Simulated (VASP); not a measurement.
# Pd (Im-3m) in VASP: notebook, part 2 of 2

VASP 6.6.1.

## Step 4: Single point, PBE, collinear spin

This run uses another cell than the first one, of 15.46 Å³/atom.

INCAR

```
SYSTEM = Pd
PREC = Accurate ; ENCUT = 520
EDIFF = 1E-6 ; ISMEAR = -1
SIGMA = 0.05 ; LREAL = .False.
LASPH = .True. ; NELM = 150
ALGO = Normal ; ISIF = 2
LWAVE = .False. ; LCHARG = .False.
ISPIN = 2 ; MAGMOM = 0.5
LORBIT = 11 ; LMAXMIX = 4
GGA = PE ; NBANDS = 15
```

KPOINTS

```
Automatic mesh
0
Gamma
  23 23 23
  0 0 0
```

POSCAR

```
Pd
1.0
   -1.5693789834      1.5693789834      1.5693789834
    1.5693789834     -1.5693789834      1.5693789834
    1.5693789834      1.5693789834     -1.5693789834
Pd
1
Direct
    0.0000000000      0.0000000000      0.0000000000
```

Potentials or basis: VASP PAW PBE potentials, release 64 (Pd).

The run is started by

```console
$ cat potpaw_PBE.64/Pd/POTCAR > POTCAR
$ mpirun -np 1 vasp_std > vasp.out
```

OUTCAR:

```text
SYSTEM = Pd
   PREC = Accurate
   ENCUT = 520
   EDIFF = 1E-6
   ISMEAR = -1
   LREAL = .False.
   LASPH = .True.
   NELM = 150
   ISIF = 2
   ISPIN = 2
   LORBIT = 11
   GGA = PE

 ion  position               nearest neighbor table
   1  0.000  0.000  0.000-

  LATTYP: Found a body centered cubic cell.
 ALAT       =     3.1387579668

  Lattice vectors:

 A1 = (  -1.5693789834,   1.5693789834,   1.5693789834)
 A2 = (   1.5693789834,  -1.5693789834,   1.5693789834)
[... 1073 lines left out ...]
  -------------------------------------------------------------------------------------
  Total       -0.0489551     -0.0489551     -0.0489551     -0.0000000      0.0000000     -0.0000000
  in kB       -5.0730004     -5.0730004     -5.0730004     -0.0000000      0.0000000     -0.0000000
  external PRESSURE =      -5.0730004 kB  Pullay stress =       0.0000000 kB

 VOLUME and BASIS-vectors are now :
 -----------------------------------------------------------------------------
  energy-cutoff  :      520.00
  volume of cell :       15.46
      direct lattice vectors                 reciprocal lattice vectors
    -1.569378983  1.569378983  1.569378983     0.000000000  0.318597359  0.318597359
     1.569378983 -1.569378983  1.569378983     0.318597359  0.000000000  0.318597359
     1.569378983  1.569378983 -1.569378983     0.318597359  0.318597359  0.000000000

 POSITION                                       TOTAL-FORCE (eV/Angst)
 -----------------------------------------------------------------------------------
      0.00000      0.00000      0.00000        -0.000000      0.000000     -0.000000
 -----------------------------------------------------------------------------------
    total drift:                               -0.000000     -0.000000      0.000000

  FREE ENERGIE OF THE ION-ELECTRON SYSTEM (eV)
  ---------------------------------------------------
  free  energy   TOTEN  =        -5.1790476888 eV

  energy  without entropy=       -5.1684019942  energy(sigma->0) =       -5.17372484

 total charge

# of ion       s       p       d       tot
------------------------------------------
    1        0.465   0.421   8.471   9.357

 magnetization (x)

# of ion       s       p       d       tot
------------------------------------------
    1       -0.000  -0.000   0.000   0.000
```

OSZICAR:

```text
N       E                     dE             d eps       ncg     rms          rms(c)
DAV:   1     0.467615390515E+02    0.46762E+02   -0.45081E+03 21927   0.586E+02
DAV:   2    -0.458649483035E+01   -0.51348E+02   -0.49070E+02 27818   0.159E+02
DAV:   3    -0.540589151666E+01   -0.81940E+00   -0.81738E+00 29428   0.199E+01
DAV:   4    -0.540840614621E+01   -0.25146E-02   -0.25145E-02 25770   0.117E+00
DAV:   5    -0.540842412966E+01   -0.17983E-04   -0.17983E-04 29219   0.883E-02    0.684E+00
DAV:   6    -0.518992193475E+01    0.21850E+00   -0.92521E-01 31773   0.596E+00    0.333E+00
DAV:   7    -0.518219812893E+01    0.77238E-02   -0.10997E-02 28329   0.621E-01    0.181E+00
DAV:   8    -0.517890770021E+01    0.32904E-02   -0.11614E-03 30919   0.206E-01    0.591E-01
DAV:   9    -0.517902538950E+01   -0.11769E-03   -0.18084E-04 27753   0.912E-02    0.451E-02
DAV:  10    -0.517904252404E+01   -0.17135E-04   -0.14295E-05 29108   0.228E-02    0.186E-02
DAV:  11    -0.517904726987E+01   -0.47458E-05   -0.10332E-05 29393   0.171E-02    0.683E-03
DAV:  12    -0.517904768879E+01   -0.41892E-06   -0.19469E-07 19474   0.370E-03
   1 F= -.51790477E+01 E0= -.51737248E+01  d E =-.106457E-01  mag=     0.0004
```

stdout:

```text
POSCAR found type information on POSCAR Pd
 POSCAR found :  1 types and       1 ions
 scaLAPACK will be used
 LDA part: xc-table for (Slater+PW92), standard interpolation
 POSCAR, INCAR and KPOINTS ok, starting setup
 FFT: planning ... GRIDC
 FFT: planning ... GRID_SOFT
 FFT: planning ... GRID
 WAVECAR not read
 entering main loop
```

Wall time 70 s (1 thread of AMD EPYC 9R45 (Zen 5), shared host); peak memory 0.2 GiB.

What came out:

| Quantity | Value |
| --- | --- |
| Free energy | -5.1790 eV |
| Pressure | -0.5 GPa |
| Band gap on the k mesh | zero (filled and empty bands overlap) |
| Net moment | 0.00 μB per cell |
| Valence electrons inside the program's atomic spheres | Pd 9.36 |

Levels at points of the mesh, in eV from the Fermi level:
Spin up:
| k point | band 3 | band 4 | band 5 | band 6 | band 7 | band 8 |
| --- | --- | --- | --- | --- | --- | --- |
| (0.00, 0.00, 0.00) | -2.74 | -2.74 | -0.88 | -0.88 | 19.30 | 19.30 |
Spin down:
```tsv
k point	band 3	band 4	band 5	band 6	band 7	band 8
(0.00, 0.00, 0.00)	-2.74	-2.74	-0.88	-0.88	19.30	19.30
```

## Step 5: Single point, PBE, collinear spin (15.46 Å³/atom)

This run uses another cell than the first one, of 15.46 Å³/atom.

INCAR

```
  ALGO = Normal
  EDIFF = 1E-6
  ENCUT = 520
  GGA = PE
  ISIF = 2
  ISMEAR = -1
  ISPIN = 2
  LASPH = T
  LCHARG = F
  LMAXMIX = 4
  LORBIT = 11
  LREAL = F
  LWAVE = F
  MAGMOM = 0.5
  NBANDS = 15
  NELM = 150
  PREC = Accurate
  SIGMA = 0.05
```

KPOINTS

```
k-points
0
Gamma
  23 23 23
```

POSCAR is that of step 4.

The run is started by

```console
$ cat potpaw_PBE.64/Pd/POTCAR > POTCAR
$ mpirun -np 1 vasp_std > vasp.out
```

Wall time 61 s (1 thread of Intel Xeon 6975P-C (Granite Rapids), shared host); peak memory 0.23 GiB.

Results (log left out):

- Free energy: -5.1790 eV
- Pressure: -0.5 GPa
- Band gap on the k mesh: zero (filled and empty bands overlap)
- Net moment: 0.00 μB per cell
- Valence electrons inside the program's atomic spheres: Pd 9.36

Levels at points of the mesh, in eV from the Fermi level:
Spin up:
```csv
k point,band 1,band 2,band 3,band 4,band 5,band 6,band 7,band 8,band 9,band 10
"(0.00, 0.00, 0.00)",-6.76,-2.74,-2.74,-2.74,-0.88,-0.88,19.30,19.30,19.30,26.61
```
Spin down:
```csv
k point,band 2,band 3,band 4,band 5,band 6,band 7,band 8,band 9
"(0.00, 0.00, 0.00)",-2.74,-2.74,-2.74,-0.88,-0.88,19.30,19.30,19.30
```

## Step 6: The runs side by side

| cell | gap on the mesh (eV) | pressure (GPa) | moment (μB) |
| --- | --- | --- | --- |
| a = 2.644 Å, angles 109.5°, 1 atom | none | 16.4 | 0.00 |
| a = 2.682 Å, angles 109.5°, 1 atom | none | 6.9 | 0.00 |
| a = 2.718 Å, angles 109.5°, 1 atom | none | -0.5 | 0.00 |

Alike in all rows: task single point; level PBE; potentials or basis VASP PAW PBE potentials, release 64 (Pd); spin collinear; k mesh 23 × 23 × 23; cutoff (eV) 520; smearing fermi-dirac 0.05 eV.

Caveats: the cell stands under pressure (at least some runs).

Total energies depend on the potentials used, so only differences within one code and one set of settings carry meaning.
